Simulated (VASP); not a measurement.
# HfB2 (P6/mmm) in VASP: notebook, part 2 of 3

VASP 6.6.1. The steps go on from the part before.

### Step 4. Single point, r2SCAN

This run uses another cell than the first one, of 9.88 Å³/atom.

POSCAR reads:

```
HfB2
1.0
    3.1361236080      0.0000000000      0.0000000000
   -1.5680618040      2.7159627139      0.0000000000
    0.0000000000      0.0000000000      3.4805923438
Hf B
1 2
Direct
    0.0000000000      0.0000000000      0.0000000000
    0.3333333333      0.6666666667      0.5000000000
    0.6666666667      0.3333333333      0.5000000000
```

INCAR.step1 reads:

```
PREC = Accurate
ENCUT = 520
ISMEAR = -1
SIGMA = 0.1
LREAL = False
LASPH = True
NELM = 60
NBANDS = 15
GGA = PE
ALGO = Normal
EDIFF = 1E-4
LWAVE = True
LCHARG = False
```

INCAR.step2 reads:

```
PREC = Accurate
ENCUT = 520
EDIFF = 1E-6
ISMEAR = -1
SIGMA = 0.1
LREAL = False
LASPH = True
NELM = 60
ALGO = Normal
ISIF = 2
LWAVE = False
LCHARG = True
METAGGA = R2SCAN
LMIXTAU = True
LELF = True
LVHAR = True
NBANDS = 15
ISTART = 1
```

KPOINTS reads:

```
Automatic mesh
0
Gamma
  12 12 10
```

Potentials or basis: VASP PAW PBE potentials, release 64 (Hf_pv, B).

Command:

```
$ cat potpaw_PBE.64/Hf_pv/POTCAR potpaw_PBE.64/B/POTCAR > POTCAR
$ cp INCAR.step1 INCAR
$ mpirun -np 1 vasp_std > vasp.out
$ cp INCAR.step2 INCAR
$ mpirun -np 1 vasp_std > vasp.out
```

OUTCAR:

```text
PREC = Accurate
   ENCUT = 520
   EDIFF = 1E-6
   ISMEAR = -1
   LREAL = False
   LASPH = True
   NELM = 60
   ISIF = 2
   METAGGA = R2SCAN
   ISTART = 1

 ion  position               nearest neighbor table
   1  0.000  0.000  0.000-   2 2.51   3 2.51   2 2.51   3 2.51   2 2.51   2 2.51   3 2.51   3 2.51
                             3 2.51   3 2.51   2 2.51   2 2.51
   2  0.333  0.667  0.500-   3 1.81   3 1.81   3 1.81   1 2.51   1 2.51   1 2.51   1 2.51   1 2.51
                             1 2.51
   3  0.667  0.333  0.500-   2 1.81   2 1.81   2 1.81   1 2.51   1 2.51   1 2.51   1 2.51   1 2.51
                             1 2.51

  LATTYP: Found a hexagonal cell.
 ALAT       =     3.1361236080
 C/A-ratio  =     1.1098390175

  Lattice vectors:

 A1 = (   3.1361236080,   0.0000000000,   0.0000000000)
 A2 = (  -1.5680618040,   2.7159627139,   0.0000000000)
 A3 = (   0.0000000000,   0.0000000000,   3.4805923438)

Analysis of symmetry for initial positions (statically):
=====================================================================
 Subroutine PRICEL returns:
 Original cell was already a primitive cell.

 Routine SETGRP: Setting up the symmetry group for a
 hexagonal supercell.

 Subroutine GETGRP returns: Found 24 space group operations
 (whereof 24 operations were pure point group operations)
 out of a pool of 24 trial point group operations.

The static configuration has the point symmetry D_6h.

Analysis of symmetry for dynamics (positions and initial velocities):
=====================================================================
 Subroutine PRICEL returns:
 Original cell was already a primitive cell.

 Routine SETGRP: Setting up the symmetry group for a
 hexagonal supercell.

 Subroutine GETGRP returns: Found 24 space group operations
 (whereof 24 operations were pure point group operations)
 out of a pool of 24 trial point group operations.

The dynamic configuration has the point symmetry D_6h.

 Subroutine INISYM returns: Found 24 space group operations
 (whereof 24 operations are pure point group operations),
 and found     1 'primitive' translations

----------------------------------------------------------------------------------------

                                     Primitive cell

  volume of cell :      29.6463

  direct lattice vectors                    reciprocal lattice vectors
     3.136123608  0.000000000  0.000000000     0.318864983  0.184096784  0.000000000
    -1.568061804  2.715962714  0.000000000     0.000000000  0.368193567  0.000000000
     0.000000000  0.000000000  3.480592344     0.000000000  0.000000000  0.287307418

  length of vectors
     3.136123608  3.136123608  3.480592344     0.368193567  0.368193567  0.287307418

  position of ions in fractional coordinates (direct lattice)
     0.000000000  0.000000000  0.000000000
     0.333333333  0.666666667  0.500000000
     0.666666667  0.333333333  0.500000000

  ion indices of the primitive-cell ions
   primitive index   ion index
                 1           1
                 2           2
                 3           3

----------------------------------------------------------------------------------------

 KPOINTS: Automatic mesh

[... 28 lines left out ...]
  0.333333  0.000000  0.000000      6.000000
  0.416667  0.000000  0.000000      6.000000
[... 16 lines left out ...]
  0.250000  0.000000  0.100000     12.000000
  0.333333  0.000000  0.100000     12.000000
 [... further k-points ...]
   k-points           NKPTS =    114   k-points in BZ     NKDIM =    114   number of bands    NBANDS=     15
   number of dos      NEDOS =    301   number of ions     NIONS =      3
   total plane-waves  NPLWV =  16128
   dimension x,y,z NGX =    24 NGY =   24 NGZ =   28
   dimension x,y,z NGXF=    48 NGYF=   48 NGZF=   56
   ions per type =               1   2
   NGX,Y,Z   is equivalent  to a cutoff of  12.72, 12.72, 13.37 a.u.
   NGXF,Y,Z  is equivalent  to a cutoff of  25.44, 25.44, 26.75 a.u.
 SYSTEM =  unknown system
   PREC   = accura    normal or accurate (medium, high low for compatibility)
   ISTART =      1    job   : 0-new  1-cont  2-samecut
   ICHARG =      0    charge: 1-file 2-atom 10-const
   ISPIN  =      1    spin polarized calculation?
   LNONCOLLINEAR =      F non collinear calculations
   LSORBIT =      F    spin-orbit coupling
   LASPH  =      T    aspherical Exc in radial PAW
   ENCUT  =  520.0 eV  38.22 Ry    6.18 a.u.   5.83  5.83  6.47*2*pi/ulx,y,z
   NELM   =     60;   NELMIN=  2; NELMDL=  0     # of ELM steps
   EDIFF  = 0.1E-05   stopping-criterion for ELM
   LREAL  =      F    real-space projection
   EDIFFG = 0.1E-04   stopping-criterion for IOM
   NSW    =      0    number of steps for IOM
   IBRION =     -1    ionic relax: 0-MD 1-quasi-New 2-CG
   NFREE  =      0    steps in history (QN), initial steepest desc. (CG)
   ISIF   =      2    stress and relaxation
   ISYM   =      2    0-nonsym 1-usesym 2-fastsym
   POTIM  = 0.5000    time-step for ionic-motion
   TEBEG  =    0.0;   TEEND  =   0.0 temperature during run
   PSTRESS=    0.0 pullay stress
   NELECT =      16.0000    total number of electrons
   NUPDOWN=      -1.0000    fix difference up-down
   EMIN   =  10.00;   EMAX   =-10.00  energy-range for DOS
   EFERMI =   0.00;   METHOD = LEGACY
   ISMEAR =    -1;   SIGMA  =   0.10  broadening in eV -4-tet -1-fermi 0-gaus
   EFERMI_NEDOS =   21; number of points for ismear=-14 and -15
   IALGO  =     38    algorithm
   IMIX   =      4    mixing-type and parameters
     AMIX     =   0.40;   BMIX     =  1.00
     AMIX_MAG =   1.60;   BMIX_MAG =  1.00
  volume/ion in A,a.u.               =       9.88        66.69
  Fermi-wavevector in a.u.,A,eV,Ry     =   1.332881  2.518780 24.171734  1.776572
  Thomas-Fermi vector in A             =   2.461782
   LORBIT       =      0    0 simple, 1 ext, 2 COOP (PROOUT), +10 PAW based schemes
   METAGGA = R2SCAN    functional components
   LHFCALC =     F    Hartree Fock is set to
   AEXX    =    0.0000 exact exchange contribution
   IVDW    =     0    specifies the selected vdW correction
   LEPSILON=     F    determine dielectric tensor
   LRPA    =     F    only Hartree local field effects (RPA)
 non-spin polarized calculation
  energy-cutoff  :      520.00
  volume of cell :       29.65
 maximum number of plane-waves:       816
 NGX is ok and might be reduce to    24
   NGX = 11   NGY = 11   NGZ = 13

 number of electron      15.9999997 magnetization

 Free energy of the ion-electron system (eV)
  ---------------------------------------------------
  ext. energy  EPLUGINS =         0.00000000
  ---------------------------------------------------
  free energy    TOTEN  =       -63.09562085 eV

  energy without entropy =      -63.08735508  energy(sigma->0) =      -63.09148796

 E-fermi :   7.8492     XC(G=0): -13.5599

 val. band max:        7.7347332934   @ k =   0.1667   0.1667   0.2000
 cond. band min:       7.9018166526   @ k =   0.0833   0.0833   0.3000
 fundamental gap:      0.1670833592
 Fermi energy:         7.8491937133

 k-point     1 :       0.0000    0.0000    0.0000
  band No.  band energies     occupation
      1     -24.1400      2.00000
      2     -23.6236      2.00000
      3     -23.6236      2.00000
      4      -6.9568      2.00000
      5       4.6147      2.00000
      6       4.6443      2.00000
      7       4.6883      2.00000
      8       4.6883      2.00000
      9      11.9777      0.00000
     10      11.9777      0.00000
     11      12.6747      0.00000
     12      12.6747      0.00000
     13      12.8742      0.00000
     14      12.9249      0.00000
[... 401 lines left out ...]
      2     -24.0584      2.00000
      3     -23.7579      2.00000
      4      -4.6085      2.00000
      5       0.2917      2.00000
      6       3.5331      2.00000
      7       4.1094      2.00000
      8       5.2262      2.00000
      9      10.0631      0.00000
     10      10.9323      0.00000
     11      11.3530      0.00000
     12      12.8863      0.00000
     13      14.7315      0.00000
     14      16.5388      0.00000
     15      19.2194      0.00000

 [... further k-points ...]
[... 5 lines left out ...]
  --------------------------------------------------------------------------------------
  -------------------------------------------------------------------------------------
  Total       -0.1206010     -0.1206010     -0.1036762      0.0000000     -0.0000000      0.0000000
  in kB       -6.5176527     -6.5176527     -5.6029883      0.0000000     -0.0000000      0.0000000
  external PRESSURE =      -6.2127646 kB  Pullay stress =       0.0000000 kB

 VOLUME and BASIS-vectors are now :
 -----------------------------------------------------------------------------
  energy-cutoff  :      520.00
  volume of cell :       29.65
      direct lattice vectors                 reciprocal lattice vectors
     3.136123608  0.000000000  0.000000000     0.318864983  0.184096784  0.000000000
    -1.568061804  2.715962714  0.000000000     0.000000000  0.368193567  0.000000000
     0.000000000  0.000000000  3.480592344     0.000000000  0.000000000  0.287307418

 POSITION                                       TOTAL-FORCE (eV/Angst)
 -----------------------------------------------------------------------------------
      0.00000      0.00000      0.00000        -0.000000      0.000000      0.000000
     -0.00000      1.81064      1.74030         0.000000      0.000000      0.000000
      1.56806      0.90532      1.74030        -0.000000     -0.000000      0.000000
 -----------------------------------------------------------------------------------
    total drift:                               -0.000000      0.000000      0.000000

  FREE ENERGIE OF THE ION-ELECTRON SYSTEM (eV)
  ---------------------------------------------------
  free  energy   TOTEN  =       -63.0956208487 eV

  energy  without entropy=      -63.0873550786  energy(sigma->0) =      -63.09148796
```

It took 3.5 min on 1 thread of AMD EPYC 7R43 (Zen 3), shared host; peak memory 0.15 GiB.

What came out:

```
Free energy            : -63.0956 eV
Pressure               : -0.6 GPa
Band gap on the k mesh : zero (bands 8 and 9 overlap by 1.44 eV)
```

Levels at points of the mesh, in eV from the Fermi level:
| k point | band 6 | band 7 | band 8 | band 9 | band 10 | band 11 |
| --- | --- | --- | --- | --- | --- | --- |
| (0.00, 0.00, 0.00) | -3.20 | -3.16 | -3.16 | 4.13 | 4.13 | 4.83 |
| (0.50, 0.00, 0.00) | -4.50 | -3.81 | -3.10 | 2.05 | 2.75 | 5.76 |
| (0.00, 0.00, 0.50) | -1.38 | -1.38 | 0.24 | 0.24 | 0.97 | 0.97 |
| (0.50, 0.00, 0.50) | -5.37 | -5.09 | -3.14 | 4.01 | 4.30 | 6.39 |

Caveat: the PAW data sets were made with another functional, which shifts forces and pressure a little; spin-orbit coupling is left out, which moves the levels of the heavy elements.

### Step 5. Relaxation of cell and atoms, PBE+D3(BJ)

This run uses another cell than the first one, of 9.90 Å³/atom.

INCAR reads:

```
PREC = Accurate
ENCUT = 600
EDIFF = 1E-6
ISMEAR = -1
SIGMA = 0.1
LREAL = False
LASPH = True
NELM = 80
ALGO = Normal
ISIF = 3
LWAVE = False
LCHARG = False
GGA = PE
IVDW = 12
IBRION = 2
NSW = 60
EDIFFG = -0.005
```

KPOINTS reads:

```
regular mesh
0
Gamma
  12 12 10
```

POSCAR reads:

```
HfB2
1.0
    3.1400000000      0.0000000000      0.0000000000
   -1.5700000000      2.7193200000      0.0000000000
    0.0000000000      0.0000000000      3.4800000000
Hf B
1 2
Direct
    0.0000000000      0.0000000000      0.0000000000
    0.3333333333      0.6666666667      0.5000000000
    0.6666666667      0.3333333333      0.5000000000
```

Command:

```
$ cat potpaw_PBE.64/Hf_pv/POTCAR potpaw_PBE.64/B/POTCAR > POTCAR
$ mpirun -np 1 vasp_std > vasp.out
```

It took 3.4 min on 1 thread of AMD EPYC 7R43 (Zen 3), shared host; peak memory 0.18 GiB.

It converged, with:

```yaml
Free_energy: -27.5032 eV
Relaxed_volume: 9.71 Å³/atom
Relaxed_cell: a = 3.119 Å, b = 3.119 Å, c = 3.457 Å, α = 90.00°, β = 90.00°, γ = 120.00°
Space_group_after_relaxing_to_0.1_Å: P6/mmm (No. 191)
Energy_gained_by_relaxing: 3.1 meV/atom
Ionic_steps: 8
Pressure_after_relaxing: 0.1 GPa
Band_gap_on_the_k_mesh: zero (bands 8 and 9 overlap by 1.34 eV)
Dispersion_energy_per_atom: -0.369 eV
```

Step by step:
```csv
step,energy change (eV),largest force (eV/Å),pressure (GPa),volume (Å³)
1,0.0000,0.0000,-5.02,29.71
2,0.0069,0.0000,7.14,28.40
3,-0.0092,0.0000,-0.02,29.14
4,-0.0092,0.0000,0.07,29.13
5,-0.0093,0.0000,-0.09,29.14
6,-0.0093,0.0000,-0.09,29.14
7,-0.0093,0.0000,-0.06,29.14
8,-0.0093,0.0000,0.05,29.13
```

Final structure:
```
Hf B
1.0
     3.11945    0.00000    0.00000
    -1.55973    2.70153    0.00000
     0.00000    0.00000    3.45651
Hf B
1 2
Direct
  0.00000 0.00000 0.00000
  0.33333 0.66667 0.50000
  0.66667 0.33333 0.50000
```

Levels at points of the mesh, in eV from the Fermi level:
```
           k point  band 4  band 5  band 6  band 7  band 8  band 9  band 10  band 11  band 12
(0.00, 0.00, 0.00)  -13.96   -3.14   -3.03   -3.03   -2.86    4.04     4.04     4.68     4.68
(0.50, 0.00, 0.00)   -9.97   -9.16   -4.29   -3.55   -3.01    2.06     2.70     5.64     5.77
(0.00, 0.00, 0.50)  -11.47   -8.53   -1.29   -1.29    0.23    0.23     0.93     0.93     2.20
(0.50, 0.00, 0.50)  -10.53   -7.63   -5.13   -4.87   -2.72    4.02     4.19     6.33     7.31
```

Caveat: spin-orbit coupling is left out, which moves the levels of the heavy elements.

### Step 6. Relaxation of cell and atoms, r2SCAN+D4

This run uses another cell than the first one, of 9.90 Å³/atom.

POSCAR is that of step 5.

INCAR.step1 reads:

```
SYSTEM = HfB2
  PREC = Accurate
  ENCUT = 600
  ISMEAR = -1
  SIGMA = 0.1
  LREAL = .FALSE.
  LASPH = .TRUE.
  NELM = 60
  GGA = PE
  ALGO = Normal
  EDIFF = 1E-4
  LWAVE = .TRUE.
  LCHARG = .FALSE.
```

INCAR.step2 reads:

```
SYSTEM = HfB2
  PREC = Accurate
  ENCUT = 600
  EDIFF = 1E-7
  ISMEAR = -1
  SIGMA = 0.1
  LREAL = .FALSE.
  LASPH = .TRUE.
  NELM = 60
  ALGO = Normal
  ISIF = 3
  LWAVE = .FALSE.
  LCHARG = .FALSE.
  METAGGA = R2SCAN
  LMIXTAU = .TRUE.
  IVDW = 13
  VDW_S6 = 1.0
  VDW_S8 = 0.6018749
  VDW_A1 = 0.51559235
  VDW_A2 = 5.77342911
  IBRION = 2
  NSW = 60
  EDIFFG = -0.005
  ISTART = 1
```

KPOINTS reads:

```
Automatic mesh
0
G
  12 12 10
  0 0 0
```

Potentials or basis: VASP PAW PBE potentials, release 64 (Hf_pv, B).

Command:

```
$ cat potpaw_PBE.64/Hf_pv/POTCAR potpaw_PBE.64/B/POTCAR > POTCAR
$ cp INCAR.step1 INCAR
$ mpirun -np 1 vasp_std > vasp.out
$ cp INCAR.step2 INCAR
$ mpirun -np 1 vasp_std > vasp.out
```

Wall time 13 min (1 thread of AMD EPYC 7R43 (Zen 3), shared host); peak memory 0.18 GiB.

Results (log left out):

```yaml
Free_energy: -63.4424 eV
Relaxed_volume: 9.78 Å³/atom
Relaxed_cell: a = 3.128 Å, b = 3.128 Å, c = 3.462 Å, α = 90.00°, β = 90.00°, γ = 120.00°
Space_group_after_relaxing_to_0.1_Å: P6/mmm (No. 191)
Energy_gained_by_relaxing: 1.3 meV/atom
Ionic_steps: 5
Pressure_after_relaxing: 0.0 GPa
Band_gap_on_the_k_mesh: zero (bands 8 and 9 overlap by 1.48 eV)
Dispersion_energy_per_atom: -0.115 eV
```

Step by step:
```
step  energy change (eV)  largest force (eV/Å)  pressure (GPa)  volume (Å³)
   1              0.0000                0.0000           -3.34        29.71
   2              0.0034                0.0000            4.73        28.83
   3             -0.0039                0.0000           -0.07        29.34
   4             -0.0039                0.0000            0.01        29.33
   5             -0.0039                0.0000            0.00        29.33
```

Final structure:
```xyz
3
Lattice="3.1277 0.0000 0.0000 -1.5638 2.7086 0.0000 0.0000 0.0000 3.4623" Properties=species:S:1:pos:R:3 pbc="T T T"
Hf    0.0000    0.0000    3.4623
B     0.0000    1.8058    1.7311
B     1.5638    0.9029    1.7311
```

Levels at points of the mesh, in eV from the Fermi level:
```tsv
k point	band 4	band 5	band 6	band 7	band 8	band 9	band 10	band 11	band 12
(0.00, 0.00, 0.00)	-14.87	-3.25	-3.20	-3.20	-3.18	4.18	4.18	4.91	4.91
(0.50, 0.00, 0.00)	-10.56	-9.94	-4.53	-3.83	-3.14	2.09	2.79	5.85	5.92
(0.00, 0.00, 0.50)	-12.39	-9.02	-1.40	-1.40	0.21	0.21	0.98	0.98	2.35
(0.50, 0.00, 0.50)	-11.27	-8.24	-5.43	-5.13	-3.12	4.06	4.41	6.47	7.51
```

Caveat: the PAW data sets were made with another functional, which shifts forces and pressure a little; spin-orbit coupling is left out, which moves the levels of the heavy elements.

(Part 2 of 3 ends here.)
